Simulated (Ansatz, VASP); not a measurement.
# One calculation of C, two programs

```
C
1.0
     0.00000    1.79775    1.79775
     1.79775    0.00000    1.79775
     1.79775    1.79775    0.00000
C
2
Direct
  0.00000 0.00000 0.00000
  0.25000 0.25000 0.25000
```

Alike in both runs: task single point; functional r2SCAN; k mesh 10 × 10 × 10; no spin polarisation.

|  | VASP | Ansatz |
| --- | --- | --- |
| version | VASP 6.6.1 | Ansatz 0.2.0 |
| potentials or method | VASP PAW PBE potentials, release 64 (C_h) | plane waves, PAW |
| plane-wave cutoff (eV) | 1430 | 500 |
| occupations | gaussian, width 0.01 eV | fixed |
| valence electrons in the cell | 8 | 8 |

VASP gave:

- gap on the k mesh at the Fermi level (eV): 4.34
- pressure (GPa): -13.2

Q: Which values does Ansatz return?

A: gap on the k mesh at the Fermi level (eV): 4.34; pressure (GPa): -12.6.

VASP's potentials were made for PBE, not for r2SCAN.
